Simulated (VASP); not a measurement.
# Al (P6/mmm) in VASP: notebook

The runs below take Al through relaxation of cell and atoms, with PBE.

Everything below comes from runs of VASP 6.6.1. Logs are shortened: lines on timing, memory, paths and dates and some standing lists are left out, and cuts for length are marked.

## 1. The cell of the first run

Symmetry: P6/mmm, No. 191, hexagonal system. Conventional cell: a = 4.516 Å, b = 4.516 Å, c = 2.800 Å, α = 90.00°, β = 90.00°, γ = 120.00°. Within 3.7 Å of Al (site symmetry 6/mmm) lie 14 Al at 2.80 to 2.96 Å. Al (site symmetry -6m2) has 11 Al at 2.61 to 2.96 Å within 3.4 Å.

## 2. Relaxation of cell and atoms, PBE

INCAR reads:

```
PREC     = Accurate       # precision mode
ENCUT    = 600            # plane-wave cutoff, eV
EDIFF    = 1E-6           # SCF threshold, eV
ISMEAR   = -1             # smearing method
SIGMA    = 0.08           # smearing width, eV
LREAL    = False          # projectors in reciprocal space
LASPH    = True           # aspherical terms in the spheres
NELM     = 60             # most SCF steps
ALGO     = Normal         # electronic algorithm
ISIF     = 3              # what is computed and relaxed
LWAVE    = False          # write WAVECAR
LCHARG   = False          # write CHGCAR
GGA      = PE             # functional
IBRION   = 2              # ionic algorithm
NSW      = 60             # ionic steps
EDIFFG   = -0.005         # ionic threshold
```

KPOINTS reads:

```
Automatic mesh
0
Gamma
  8 8 11
```

POSCAR reads:

```
Al
1.0
    4.5159990975      0.0000000000      0.0000000000
   -2.2579995487      3.9109699419      0.0000000000
    0.0000000000      0.0000000000      2.7999194404
Al
3
Direct
    0.0000000000      0.0000000000      0.0000000000
    0.3333333333      0.6666666667      0.5000000000
    0.6666666667      0.3333333333      0.5000000000
```

Potentials or basis: VASP PAW PBE potentials, release 64 (Al).

Command:

```sh
cat potpaw_PBE.64/Al/POTCAR > POTCAR
mpirun -np 1 vasp_std > vasp.out
```

OUTCAR:

```text
PREC = Accurate
   ENCUT = 600
   EDIFF = 1E-6
   ISMEAR = -1
   LREAL = False
   LASPH = True
   NELM = 60
   ISIF = 3
   GGA = PE
   IBRION = 2
   NSW = 60
   EDIFFG = -0.005

 ion  position               nearest neighbor table
   1  0.000  0.000  0.000-   2 2.96   3 2.96   2 2.96   3 2.96   2 2.96   2 2.96   3 2.96   3 2.96
                             3 2.96   3 2.96   2 2.96   2 2.96
   2  0.333  0.667  0.500-   3 2.61   3 2.61   3 2.61   1 2.96   1 2.96   1 2.96   1 2.96   1 2.96
                             1 2.96
   3  0.667  0.333  0.500-   2 2.61   2 2.61   2 2.61   1 2.96   1 2.96   1 2.96   1 2.96   1 2.96
                             1 2.96

  LATTYP: Found a hexagonal cell.
 ALAT       =     4.5159990975
 C/A-ratio  =     0.6200000000

  Lattice vectors:

 A1 = (   4.5159990975,   0.0000000000,   0.0000000000)
 A2 = (  -2.2579995487,   3.9109699419,   0.0000000000)
 A3 = (   0.0000000000,   0.0000000000,   2.7999194404)

Analysis of symmetry for initial positions (statically):
=====================================================================
 Subroutine PRICEL returns:
 Original cell was already a primitive cell.

 Routine SETGRP: Setting up the symmetry group for a
 hexagonal supercell.

 Subroutine GETGRP returns: Found 24 space group operations
 (whereof 24 operations were pure point group operations)
 out of a pool of 24 trial point group operations.

The static configuration has the point symmetry D_6h.

Analysis of symmetry for dynamics (positions and initial velocities):
=====================================================================
 Subroutine PRICEL returns:
 Original cell was already a primitive cell.

 Routine SETGRP: Setting up the symmetry group for a
 hexagonal supercell.

 Subroutine GETGRP returns: Found 24 space group operations
 (whereof 24 operations were pure point group operations)
 out of a pool of 24 trial point group operations.

The dynamic configuration has the point symmetry D_6h.

 Subroutine INISYM returns: Found 24 space group operations
 (whereof 24 operations are pure point group operations),
 and found     1 'primitive' translations

----------------------------------------------------------------------------------------

                                     Primitive cell

  volume of cell :      49.4520

  direct lattice vectors                    reciprocal lattice vectors
     4.515999097  0.000000000  0.000000000     0.221434942  0.127845524  0.000000000
    -2.257999549  3.910969942  0.000000000     0.000000000  0.255691047  0.000000000
     0.000000000  0.000000000  2.799919440     0.000000000  0.000000000  0.357153133

  length of vectors
     4.515999097  4.515999097  2.799919440     0.255691047  0.255691047  0.357153133

  position of ions in fractional coordinates (direct lattice)
     0.000000000  0.000000000  0.000000000
     0.333333333  0.666666667  0.500000000
     0.666666667  0.333333333  0.500000000

  ion indices of the primitive-cell ions
   primitive index   ion index
                 1           1
                 2           2
                 3           3

----------------------------------------------------------------------------------------

 KPOINTS: Automatic mesh

Automatic generation of k-mesh.
 Grid dimensions read from file:
 generate k-points for:    8    8   11

 Generating k-lattice:

  Cartesian coordinates                     Fractional coordinates (reciprocal lattice)
     0.027679368  0.015980690  0.000000000     0.125000000  0.000000000  0.000000000
     0.000000000  0.031961381  0.000000000     0.000000000  0.125000000  0.000000000
     0.000000000  0.000000000  0.032468467     0.000000000  0.000000000  0.090909091

  Length of vectors
     0.031961381  0.031961381  0.032468467

  Shift w.r.t. Gamma in fractional coordinates (k-lattice)
     0.000000000  0.000000000  0.000000000

 Subroutine IBZKPT returns following result:
 ===========================================

 Found     60 irreducible k-points:

 Following reciprocal coordinates:
            Coordinates               Weight
  0.000000  0.000000  0.000000      1.000000
  0.125000 -0.000000  0.000000      6.000000
  0.250000 -0.000000  0.000000      6.000000
  0.375000 -0.000000  0.000000      6.000000
  0.500000 -0.000000  0.000000      3.000000
  0.125000  0.125000  0.000000      6.000000
[... 16 lines left out ...]
  0.250000 -0.000000  0.181818     12.000000
  0.375000 -0.000000  0.181818     12.000000
 [... further k-points ...]
   k-points           NKPTS =     60   k-points in BZ     NKDIM =     60   number of bands    NBANDS=      8
   number of dos      NEDOS =    301   number of ions     NIONS =      3
   total plane-waves  NPLWV =  31104
   dimension x,y,z NGX =    36 NGY =   36 NGZ =   24
   dimension x,y,z NGXF=    72 NGYF=   72 NGZF=   48
   ions per type =               3
   NGX,Y,Z   is equivalent  to a cutoff of  13.25, 13.25, 14.25 a.u.
   NGXF,Y,Z  is equivalent  to a cutoff of  26.51, 26.51, 28.50 a.u.
 SYSTEM =  unknown system
   PREC   = accura    normal or accurate (medium, high low for compatibility)
   ISTART =      0    job   : 0-new  1-cont  2-samecut
   ICHARG =      2    charge: 1-file 2-atom 10-const
   ISPIN  =      1    spin polarized calculation?
   LNONCOLLINEAR =      F non collinear calculations
   LSORBIT =      F    spin-orbit coupling
   LASPH  =      T    aspherical Exc in radial PAW
   ENCUT  =  600.0 eV  44.10 Ry    6.64 a.u.   9.02  9.02  5.59*2*pi/ulx,y,z
   NELM   =     60;   NELMIN=  2; NELMDL= -5     # of ELM steps
   EDIFF  = 0.1E-05   stopping-criterion for ELM
   LREAL  =      F    real-space projection
   EDIFFG = -.5E-02   stopping-criterion for IOM
   NSW    =     60    number of steps for IOM
   IBRION =      2    ionic relax: 0-MD 1-quasi-New 2-CG
   NFREE  =      1    steps in history (QN), initial steepest desc. (CG)
   ISIF   =      3    stress and relaxation
   ISYM   =      2    0-nonsym 1-usesym 2-fastsym
   POTIM  = 0.5000    time-step for ionic-motion
   TEBEG  =    0.0;   TEEND  =   0.0 temperature during run
   PSTRESS=    0.0 pullay stress
   NELECT =       9.0000    total number of electrons
   NUPDOWN=      -1.0000    fix difference up-down
   EMIN   =  10.00;   EMAX   =-10.00  energy-range for DOS
   EFERMI =   0.00;   METHOD = LEGACY
   ISMEAR =    -1;   SIGMA  =   0.08  broadening in eV -4-tet -1-fermi 0-gaus
   EFERMI_NEDOS =   21; number of points for ismear=-14 and -15
   IALGO  =     38    algorithm
   IMIX   =      4    mixing-type and parameters
     AMIX     =   0.40;   BMIX     =  1.00
     AMIX_MAG =   1.60;   BMIX_MAG =  1.00
  volume/ion in A,a.u.               =      16.48       111.24
  Fermi-wavevector in a.u.,A,eV,Ry     =   0.927743  1.753180 11.710632  0.860707
  Thomas-Fermi vector in A             =   2.053845
   LORBIT       =      0    0 simple, 1 ext, 2 COOP (PROOUT), +10 PAW based schemes
   GGA     = PE    functional components
   LHFCALC =     F    Hartree Fock is set to
   AEXX    =    0.0000 exact exchange contribution
   IVDW    =     0    specifies the selected vdW correction
   LEPSILON=     F    determine dielectric tensor
   LRPA    =     F    only Hartree local field effects (RPA)
 conjugate gradient relaxation of ions
 non-spin polarized calculation
  energy-cutoff  :      600.00
  volume of cell :       49.45
 maximum number of plane-waves:      1673
   NGX = 19   NGY = 19   NGZ = 11

--------------------------------------- Ionic step        1  -------------------------------------------

 number of electron       9.0000000 magnetization

 Free energy of the ion-electron system (eV)
  ---------------------------------------------------
  ext. energy  EPLUGINS =         0.00000000
  ---------------------------------------------------
  free energy    TOTEN  =       -10.87294646 eV

  energy without entropy =      -10.84088265  energy(sigma->0) =      -10.85691455

------------------------ aborting loop because EDIFF is reached ----------------------------------------

  FORCE on cell =-STRESS in cart. coord.  units (eV):
  Direction    XX          YY          ZZ          XY          YZ          ZX
  --------------------------------------------------------------------------------------
  -------------------------------------------------------------------------------------
  Total        1.0121071      1.0121071      0.9138640      0.0000000     -0.0000000      0.0000000
  in kB       32.7908908     32.7908908     29.6079455      0.0000000     -0.0000000      0.0000000
  external PRESSURE =      31.7299090 kB  Pullay stress =       0.0000000 kB
[... 59 lines left out ...]
  energy  without entropy=      -10.8604586029  energy(sigma->0) =      -10.87685163

--------------------------------------- Ionic step        3  -------------------------------------------

 number of electron       9.0000000 magnetization

 Free energy of the ion-electron system (eV)
  ---------------------------------------------------
  ext. energy  EPLUGINS =         0.00000000
  ---------------------------------------------------
  free energy    TOTEN  =       -10.89344904 eV

  energy without entropy =      -10.86073251  energy(sigma->0) =      -10.87709078

 E-fermi :   7.5713     XC(G=0): -10.0440

 val. band max:        7.5618294479   @ k =   0.1250  -0.0000   0.0909
 cond. band min:       7.5746320252   @ k =   0.2500   0.2500   0.0000
 fundamental gap:      0.0128025774
 Fermi energy:         7.5713450834

 k-point     1 :       0.0000    0.0000    0.0000
  band No.  band energies     occupation
      1      -3.2852      2.00000
      2       5.5480      2.00000
      3       5.5480      2.00000
      4       5.6482      2.00000
      5       5.6482      2.00000
      6       6.3401      2.00000
      7       6.4527      2.00000
      8      13.7577      0.00000
[... 243 lines left out ...]
 k-point    24 :       0.3750   -0.0000    0.1818
  band No.  band energies     occupation
      1      -1.3691      2.00000
      2       0.9332      2.00000
      3       4.1100      2.00000
      4       4.5553      2.00000
      5       9.7853      0.00000
      6      10.6376      0.00000
      7      10.9975      0.00000
      8      12.0790      0.00000

 [... further k-points ...]
[... 5 lines left out ...]
  --------------------------------------------------------------------------------------
  -------------------------------------------------------------------------------------
  Total        0.0003880      0.0003880      0.0027057      0.0000000     -0.0000000     -0.0000000
  in kB        0.0120460      0.0120460      0.0840132      0.0000000     -0.0000000     -0.0000000
  external PRESSURE =       0.0360350 kB  Pullay stress =       0.0000000 kB
[... 18 lines left out ...]
  FREE ENERGIE OF THE ION-ELECTRON SYSTEM (eV)
  ---------------------------------------------------
  free  energy   TOTEN  =       -10.8934490384 eV

  energy  without entropy=      -10.8607325124  energy(sigma->0) =      -10.87709078

 reached required accuracy - stopping structural energy minimisation
```

It took 57 s on 1 thread of AMD EPYC 7R13, shared host; peak memory 0.15 GiB.

Results:

```
Free energy                            : -10.8934 eV
Relaxed volume                         : 17.20 Å³/atom
Relaxed cell                           : a = 4.583 Å, b = 4.583 Å, c = 2.837 Å, α = 90.00°, β = 90.00°, γ = 120.00°
Space group after relaxing (to 0.05 Å) : P6/mmm (No. 191)
Energy gained by relaxing              : 6.8 meV/atom
Ionic steps                            : 3
Pressure after relaxing                : 0.0 GPa
```

Step by step:
| step | energy change (eV) | largest force (eV/Å) | pressure (GPa) | volume (Å³) |
| --- | --- | --- | --- | --- |
| 1 | 0.0000 | 0.0000 | 3.17 | 49.45 |
| 2 | -0.0203 | 0.0000 | -0.29 | 51.83 |
| 3 | -0.0205 | 0.0000 | 0.00 | 51.60 |

Final structure:
```yaml
crystal:
  lattice:
    - [4.58261, 0.00000, 0.00000]
    - [-2.29130, 3.96865, 0.00000]
    - [0.00000, 0.00000, 2.83721]
  atoms:
    - { symbol: Al, position: [0.00000, 0.00000, 0.00000] }
    - { symbol: Al, position: [0.33333, 0.66667, 0.50000] }
    - { symbol: Al, position: [0.66667, 0.33333, 0.50000] }
```

## 3. Relaxation of cell and atoms, PBE

INCAR reads:

```
SYSTEM = Al
PREC     = Accurate       ! precision mode
ENCUT    = 600            ! plane-wave cutoff, eV
EDIFF    = 1E-7           ! SCF threshold, eV
ISMEAR   = -1             ! smearing method
SIGMA    = 0.08           ! smearing width, eV
LREAL    = .FALSE.        ! projectors in reciprocal space
LASPH    = .TRUE.         ! aspherical terms in the spheres
NELM     = 60             ! most SCF steps
ALGO     = Normal         ! electronic algorithm
ISIF     = 3              ! what is computed and relaxed
LWAVE    = .FALSE.        ! write WAVECAR
LCHARG   = .FALSE.        ! write CHGCAR
GGA      = PE             ! functional
IBRION   = 2              ! ionic algorithm
NSW      = 60             ! ionic steps
EDIFFG   = -0.005         ! ionic threshold
```

KPOINTS reads:

```
Automatic mesh
0
G
  8 8 11
  0 0 0
```

POSCAR is that of step 2.

Potentials or basis: VASP PAW PBE potentials, release 64 (Al).

Command:

```sh
cat potpaw_PBE.64/Al/POTCAR > POTCAR
mpirun -np 1 vasp_std > vasp.out
```

It took 72 s on 1 thread of AMD EPYC 7R13, shared host; peak memory 0.15 GiB.

Results (log left out):

```yaml
Free_energy: -10.8934 eV
Relaxed_volume: 17.20 Å³/atom
Relaxed_cell: a = 4.583 Å, b = 4.583 Å, c = 2.837 Å, α = 90.00°, β = 90.00°, γ = 120.00°
Space_group_after_relaxing_to_0.05_Å: P6/mmm (No. 191)
Energy_gained_by_relaxing: 6.8 meV/atom
Ionic_steps: 3
Pressure_after_relaxing: 0.0 GPa
```

Step by step:
```csv
step,energy change (eV),largest force (eV/Å),pressure (GPa),volume (Å³)
1,0.0000,0.0000,3.17,49.45
2,-0.0203,0.0000,-0.29,51.83
3,-0.0205,0.0000,0.00,51.60
```

Final structure:
```cif
data_structure
_symmetry_space_group_name_H-M 'P 1'
_symmetry_Int_Tables_number 1
_cell_length_a 4.5826
_cell_length_b 4.5826
_cell_length_c 2.8372
_cell_angle_alpha 90.000
_cell_angle_beta 90.000
_cell_angle_gamma 120.000
_cell_volume 51.60
loop_
_atom_site_label
_atom_site_type_symbol
_atom_site_fract_x
_atom_site_fract_y
_atom_site_fract_z
_atom_site_occupancy
Al1 Al 0.00000 0.00000 0.00000 1
Al2 Al 0.33333 0.66667 0.50000 1
Al3 Al 0.66667 0.33333 0.50000 1
```

Levels at points of the mesh, in eV from the Fermi level:
```
           k point  band 1  band 2  band 3  band 4  band 5  band 6  band 7  band 8
(0.00, 0.00, 0.00)  -10.86   -2.02   -2.02   -1.92   -1.92   -1.23   -1.12    6.19
(0.50, 0.00, 0.00)   -8.54   -8.51   -4.16   -3.75    4.43    4.71    4.91    5.05
```
